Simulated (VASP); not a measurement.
Wanted: the native input for a VASP 6.6.1 run.

```
Task                   : electric field gradients
Functional             : PBE
Potentials or basis    : VASP PAW PBE potentials, release 64 (Nb_sv)
Cutoff                 : 520 eV
k mesh                 : 13 × 13 × 13
Occupations            : fermi-dirac, width 0.08 eV
Spin                   : no spin polarisation
Dipole correction      : no
Further INCAR settings : ALGO = Normal; EDIFF = 1e-08; NBANDS = 12
```

The structure of Nb lies in POSCAR:

```
Nb
1.0
   -0.0423000000      2.0938500000      2.0938500000
    2.0938500000     -0.0423000000      2.0938500000
    2.0938500000      2.0938500000     -0.0423000000
Nb
1
Direct
    0.0000000000      0.0000000000      0.0000000000
```

This cell differs from its parent crystal: equal xy, yz and zx shear strains of -2 %.

These files were run (other wordings do the same):

INCAR

```
SYSTEM = Nb
ALGO = Normal ; EDIFF = 1E-8
ENCUT = 520 ; GGA = PE
ISIF = 2 ; ISMEAR = -1
LASPH = .True. ; LCHARG = .False.
LEFG = .True. ; LREAL = .False.
LWAVE = .False. ; NBANDS = 12
NELM = 100 ; PREC = Accurate
SIGMA = 0.08
```

KPOINTS

```
k-points
0
Gamma
  13 13 13
  0 0 0
```

Potentials or basis: VASP PAW PBE potentials, release 64 (Nb_sv).

Command:

```console
$ cat potpaw_PBE.64/Nb_sv/POTCAR > POTCAR
$ mpirun -np 1 vasp_std > vasp.out
```

Results of the run:

- Pressure: -1.5 GPa

Caveat: the cell differs from its parent crystal (equal xy, yz and zx shear strains of -2 %); without QUAD_EFG the Cq values of the log hold for a quadrupole moment of 1 mb, not for the nuclei.

Run time: 17 s on 1 thread of Intel(R) Xeon(R) 6975P-C (Granite Rapids) (shared host), peak memory 0.17 GiB.
